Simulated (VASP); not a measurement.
# AlN (AlN (P6_3mc)) (P6_3mc) in VASP: single point with PBE

Aim: the single point of AlN (AlN (P6_3mc)) with PBE.

Program: VASP 6.6.1. These are calculated values, not measurements. Logs are shortened: lines on timing, memory, paths and dates and some standing lists are left out, and cuts for length are marked.

**1. The cell of the first run**

Symmetry: P6_3mc, No. 186, hexagonal system. Conventional cell: a = 3.130 Å, b = 3.130 Å, c = 5.017 Å, α = 90.00°, β = 90.00°, γ = 120.00°. Al (site symmetry 3m) has 4 N at 1.90 to 1.91 Å within 2.5 Å. Within 2.5 Å of N (site symmetry 3m) lie 4 Al at 1.90 to 1.91 Å.

**2. Single point, PBE**

Contents of INCAR:

```
SYSTEM = AlN
PREC = Accurate
ENCUT = 520
EDIFF = 1E-6
ISMEAR = -1
SIGMA = 0.01
LREAL = .False.
LASPH = .True.
NELM = 60
ALGO = Normal
ISIF = 2
LWAVE = .False.
LCHARG = .False.
GGA = PE
NBANDS = 16
```

Contents of KPOINTS:

```
regular mesh
0
Gamma
  10 10 6
  0 0 0
```

Contents of POSCAR:

```
AlN
1.0
    3.1297569564      0.0000000289      0.0000000000
   -1.5648785032      2.7104490175      0.0000000000
    0.0000000000      0.0000000000      5.0174032965
Al N
2 2
Direct
    0.6666666667      0.3333333333      0.4992353738
    0.3333333333      0.6666666667      0.9992353738
    0.6666666667      0.3333333333      0.8807646262
    0.3333333333      0.6666666667      0.3807646262
```

Potentials or basis: VASP PAW PBE potentials, release 64 (Al, N).

On the command line:

```bash
$ cat potpaw_PBE.64/Al/POTCAR potpaw_PBE.64/N/POTCAR > POTCAR
$ mpirun -np 1 vasp_std > vasp.out
```

OUTCAR:

```text
SYSTEM = AlN
   PREC = Accurate
   ENCUT = 520
   EDIFF = 1E-6
   ISMEAR = -1
   LREAL = .False.
   LASPH = .True.
   NELM = 60
   ISIF = 2
   GGA = PE

 ion  position               nearest neighbor table
   1  0.667  0.333  0.499-   4 1.90   4 1.90   4 1.90   3 1.91   2 3.09   2 3.09   2 3.09   2 3.09
                             2 3.09   2 3.09
   2  0.333  0.667  0.999-   3 1.90   3 1.90   3 1.90   4 1.91   1 3.09   1 3.09   1 3.09   1 3.09
                             1 3.09   1 3.09
   3  0.667  0.333  0.881-   2 1.90   2 1.90   2 1.90   1 1.91
   4  0.333  0.667  0.381-   1 1.90   1 1.90   1 1.90   2 1.91

  LATTYP: Found a hexagonal cell.
 ALAT       =     3.1297569564
 C/A-ratio  =     1.6031287306

  Lattice vectors:

 A1 = (   3.1297569564,   0.0000000289,   0.0000000000)
 A2 = (  -1.5648785032,   2.7104490175,   0.0000000000)
 A3 = (   0.0000000000,   0.0000000000,   5.0174032965)

Analysis of symmetry for initial positions (statically):
=====================================================================
 Subroutine PRICEL returns:
 Original cell was already a primitive cell.

 Routine SETGRP: Setting up the symmetry group for a
 hexagonal supercell.

 Subroutine GETGRP returns: Found 12 space group operations
 (whereof  6 operations were pure point group operations)
 out of a pool of 24 trial point group operations.

The static configuration has the point symmetry C_3v.
 The point group associated with its full space group is C_6v.

Analysis of symmetry for dynamics (positions and initial velocities):
=====================================================================
 Subroutine PRICEL returns:
 Original cell was already a primitive cell.

 Routine SETGRP: Setting up the symmetry group for a
 hexagonal supercell.

 Subroutine GETGRP returns: Found 12 space group operations
 (whereof  6 operations were pure point group operations)
 out of a pool of 24 trial point group operations.

The dynamic configuration has the point symmetry C_3v.
 The point group associated with its full space group is C_6v.

 Subroutine INISYM returns: Found 12 space group operations
 (whereof  6 operations are pure point group operations),
 and found     1 'primitive' translations

----------------------------------------------------------------------------------------

                                     Primitive cell

  volume of cell :      42.5629

  direct lattice vectors                    reciprocal lattice vectors
     3.129756956  0.000000029  0.000000000     0.319513626  0.184471282  0.000000000
    -1.564878503  2.710449017  0.000000000    -0.000000003  0.368942558  0.000000000
     0.000000000  0.000000000  5.017403297     0.000000000  0.000000000  0.199306283

  length of vectors
     3.129756956  3.129756956  5.017403297     0.368942558  0.368942558  0.199306283

  position of ions in fractional coordinates (direct lattice)
     0.666666667  0.333333333  0.499235374
     0.333333333  0.666666667  0.999235374
     0.666666667  0.333333333  0.880764626
     0.333333333  0.666666667  0.380764626

  ion indices of the primitive-cell ions
   primitive index   ion index
                 1           1
                 2           2
                 3           3
                 4           4

----------------------------------------------------------------------------------------

 KPOINTS: regular mesh

Automatic generation of k-mesh.
 Grid dimensions read from file:
 generate k-points for:   10   10    6

 Generating k-lattice:

  Cartesian coordinates                     Fractional coordinates (reciprocal lattice)
     0.031951363  0.018447128  0.000000000     0.100000000  0.000000000  0.000000000
    -0.000000000  0.036894256  0.000000000     0.000000000  0.100000000  0.000000000
     0.000000000  0.000000000  0.033217714     0.000000000  0.000000000  0.166666667

  Length of vectors
     0.036894256  0.036894256  0.033217714

  Shift w.r.t. Gamma in fractional coordinates (k-lattice)
     0.000000000  0.000000000  0.000000000

 Subroutine IBZKPT returns following result:
 ===========================================

 Found     56 irreducible k-points:

 Following reciprocal coordinates:
            Coordinates               Weight
  0.000000  0.000000  0.000000      1.000000
  0.100000  0.000000  0.000000      6.000000
  0.200000  0.000000  0.000000      6.000000
  0.300000  0.000000  0.000000      6.000000
  0.400000  0.000000  0.000000      6.000000
  0.500000  0.000000  0.000000      3.000000
[... 16 lines left out ...]
  0.300000  0.100000  0.166667     24.000000
  0.400000  0.100000  0.166667     24.000000
 [... further k-points ...]
   k-points           NKPTS =     56   k-points in BZ     NKDIM =     56   number of bands    NBANDS=     16
   number of dos      NEDOS =    301   number of ions     NIONS =      4
   total plane-waves  NPLWV =  23040
   dimension x,y,z NGX =    24 NGY =   24 NGZ =   40
   dimension x,y,z NGXF=    48 NGYF=   48 NGZF=   80
   ions per type =               2   2
   NGX,Y,Z   is equivalent  to a cutoff of  12.75, 12.75, 13.25 a.u.
   NGXF,Y,Z  is equivalent  to a cutoff of  25.50, 25.50, 26.51 a.u.
 SYSTEM =  AlN
   PREC   = accura    normal or accurate (medium, high low for compatibility)
   ISTART =      0    job   : 0-new  1-cont  2-samecut
   ICHARG =      2    charge: 1-file 2-atom 10-const
   ISPIN  =      1    spin polarized calculation?
   LNONCOLLINEAR =      F non collinear calculations
   LSORBIT =      F    spin-orbit coupling
   LASPH  =      T    aspherical Exc in radial PAW
   ENCUT  =  520.0 eV  38.22 Ry    6.18 a.u.   5.82  5.82  9.33*2*pi/ulx,y,z
   NELM   =     60;   NELMIN=  2; NELMDL= -5     # of ELM steps
   EDIFF  = 0.1E-05   stopping-criterion for ELM
   LREAL  =      F    real-space projection
   EDIFFG = 0.1E-04   stopping-criterion for IOM
   NSW    =      0    number of steps for IOM
   IBRION =     -1    ionic relax: 0-MD 1-quasi-New 2-CG
   NFREE  =      0    steps in history (QN), initial steepest desc. (CG)
   ISIF   =      2    stress and relaxation
   ISYM   =      2    0-nonsym 1-usesym 2-fastsym
   POTIM  = 0.5000    time-step for ionic-motion
   TEBEG  =    0.0;   TEEND  =   0.0 temperature during run
   PSTRESS=    0.0 pullay stress
   NELECT =      16.0000    total number of electrons
   NUPDOWN=      -1.0000    fix difference up-down
   EMIN   =  10.00;   EMAX   =-10.00  energy-range for DOS
   EFERMI =   0.00;   METHOD = LEGACY
   ISMEAR =    -1;   SIGMA  =   0.01  broadening in eV -4-tet -1-fermi 0-gaus
   EFERMI_NEDOS =   21; number of points for ismear=-14 and -15
   IALGO  =     38    algorithm
   IMIX   =      4    mixing-type and parameters
     AMIX     =   0.40;   BMIX     =  1.00
     AMIX_MAG =   1.60;   BMIX_MAG =  1.00
  volume/ion in A,a.u.               =      10.64        71.81
  Fermi-wavevector in a.u.,A,eV,Ry     =   1.181511  2.232733 18.993310  1.395969
  Thomas-Fermi vector in A             =   2.317783
   LORBIT       =      0    0 simple, 1 ext, 2 COOP (PROOUT), +10 PAW based schemes
   GGA     = PE    functional components
   LHFCALC =     F    Hartree Fock is set to
   AEXX    =    0.0000 exact exchange contribution
   IVDW    =     0    specifies the selected vdW correction
   LEPSILON=     F    determine dielectric tensor
   LRPA    =     F    only Hartree local field effects (RPA)
 non-spin polarized calculation
  energy-cutoff  :      520.00
  volume of cell :       42.56
 maximum number of plane-waves:      1170
 NGX is ok and might be reduce to    24
   NGX = 11   NGY = 11   NGZ = 19

 number of electron      15.9999998 magnetization

 Free energy of the ion-electron system (eV)
  ---------------------------------------------------
  ext. energy  EPLUGINS =         0.00000000
  ---------------------------------------------------
  free energy    TOTEN  =       -29.78052112 eV

  energy without entropy =      -29.78052112  energy(sigma->0) =      -29.78052112

 E-fermi :   6.1626     XC(G=0): -10.8287

 val. band max:        5.9679174645   @ k =   0.0000   0.0000   0.0000
 cond. band min:      10.0150709975   @ k =   0.0000   0.0000   0.0000
 fundamental gap:      4.0471535330
 Fermi energy:         6.1626136786

 k-point     1 :       0.0000    0.0000    0.0000
  band No.  band energies     occupation
      1      -9.1017      2.00000
      2      -7.0179      2.00000
      3       0.0608      2.00000
      4       5.1229      2.00000
      5       5.1229      2.00000
      6       5.7654      2.00000
[... 8 lines left out ...]
     15      18.9378      0.00000
     16      18.9378      0.00000

 k-point     2 :       0.1000    0.0000    0.0000
  band No.  band energies     occupation
      1      -8.9773      2.00000
      2      -6.9478      2.00000
      3       0.2101      2.00000
      4       4.5482      2.00000
      5       4.9625      2.00000
      6       5.1956      2.00000
[... 8 lines left out ...]
     15      18.8942      0.00000
     16      19.0024      0.00000

 k-point     3 :       0.2000    0.0000    0.0000
  band No.  band energies     occupation
      1      -8.6202      2.00000
      2      -6.7654      2.00000
      3       0.6464      2.00000
      4       3.2553      2.00000
      5       4.0948      2.00000
      6       4.6130      2.00000
[... 8 lines left out ...]
     15      18.0670      0.00000
     16      18.5992      0.00000

 k-point     4 :       0.3000    0.0000    0.0000
  band No.  band energies     occupation
      1      -8.0872      2.00000
      2      -6.5592      2.00000
      3       1.3257      2.00000
      4       1.9185      2.00000
      5       2.9937      2.00000
      6       4.2560      2.00000
[... 8 lines left out ...]
     15      17.8363      0.00000
     16      19.7723      0.00000

 k-point     5 :       0.4000    0.0000    0.0000
  band No.  band energies     occupation
      1      -7.5063      2.00000
      2      -6.4691      2.00000
      3       0.9430      2.00000
      4       2.0940      2.00000
      5       2.2223      2.00000
      6       4.0037      2.00000
[... 8 lines left out ...]
     15      18.2719      0.00000
     16      20.8511      0.00000

 k-point     6 :       0.5000    0.0000    0.0000
  band No.  band energies     occupation
      1      -7.1871      2.00000
      2      -6.5118      2.00000
      3       0.5916      2.00000
      4       1.8457      2.00000
      5       2.6728      2.00000
      6       3.9138      2.00000
[... 8 lines left out ...]
     15      18.6503      0.00000
     16      20.8702      0.00000
[... 267 lines left out ...]
 k-point    21 :       0.1000    0.1000    0.1667
  band No.  band energies     occupation
      1      -8.6378      2.00000
      2      -6.9968      2.00000
      3       0.7893      2.00000
      4       3.9258      2.00000
      5       3.9271      2.00000
      6       4.8352      2.00000
[... 8 lines left out ...]
     15      18.2803      0.00000
     16      19.1450      0.00000

 k-point    22 :       0.2000    0.1000    0.1667
  band No.  band energies     occupation
      1      -8.1990      2.00000
      2      -6.7665      2.00000
      3       1.1721      2.00000
      4       2.7069      2.00000
      5       3.1584      2.00000
      6       4.3400      2.00000
[... 8 lines left out ...]
     15      18.1871      0.00000
     16      19.5286      0.00000

 k-point    23 :       0.3000    0.1000    0.1667
  band No.  band energies     occupation
      1      -7.6464      2.00000
      2      -6.5665      2.00000
      3       1.1312      2.00000
      4       1.9573      2.00000
      5       2.7062      2.00000
      6       3.8758      2.00000
[... 8 lines left out ...]
     15      18.1615      0.00000
     16      20.1966      0.00000

 k-point    24 :       0.4000    0.1000    0.1667
  band No.  band energies     occupation
      1      -7.1683      2.00000
      2      -6.5262      2.00000
      3       0.6342      2.00000
      4       1.6199      2.00000
      5       2.9481      2.00000
      6       3.7108      2.00000
[... 8 lines left out ...]
     15      18.4336      0.00000
     16      20.6668      0.00000

 [... further k-points ...]
[... 5 lines left out ...]
  --------------------------------------------------------------------------------------
  -------------------------------------------------------------------------------------
  Total       -0.0501354     -0.0501354     -0.0364514     -0.0000000      0.0000000      0.0000000
  in kB       -1.8872255     -1.8872255     -1.3721246     -0.0000000      0.0000000      0.0000000
  external PRESSURE =      -1.7155252 kB  Pullay stress =       0.0000000 kB

 VOLUME and BASIS-vectors are now :
 -----------------------------------------------------------------------------
  energy-cutoff  :      520.00
  volume of cell :       42.56
      direct lattice vectors                 reciprocal lattice vectors
     3.129756956  0.000000029  0.000000000     0.319513626  0.184471282  0.000000000
    -1.564878503  2.710449017  0.000000000    -0.000000003  0.368942558  0.000000000
     0.000000000  0.000000000  5.017403297     0.000000000  0.000000000  0.199306283

 POSITION                                       TOTAL-FORCE (eV/Angst)
 -----------------------------------------------------------------------------------
      1.56488      0.90348      2.50487        -0.000000      0.000000      0.000182
     -0.00000      1.80697      5.01357        -0.000000      0.000000      0.000182
      1.56488      0.90348      4.41915        -0.000000     -0.000000     -0.000182
     -0.00000      1.80697      1.91045         0.000000      0.000000     -0.000182
 -----------------------------------------------------------------------------------
    total drift:                               -0.000000     -0.000000      0.000505

  FREE ENERGIE OF THE ION-ELECTRON SYSTEM (eV)
  ---------------------------------------------------
  free  energy   TOTEN  =       -29.7805211231 eV

  energy  without entropy=      -29.7805211231  energy(sigma->0) =      -29.78052112
```

Run time: 37 s. Hardware: 1 thread of Intel Xeon 8259CL, shared host; peak memory 0.17 GiB.

Results:

| Quantity | Value |
| --- | --- |
| Free energy | -29.7805 eV |
| Pressure | -0.2 GPa |
| Band gap on the k mesh | 4.05 eV, direct |

A k mesh can miss the band edges.
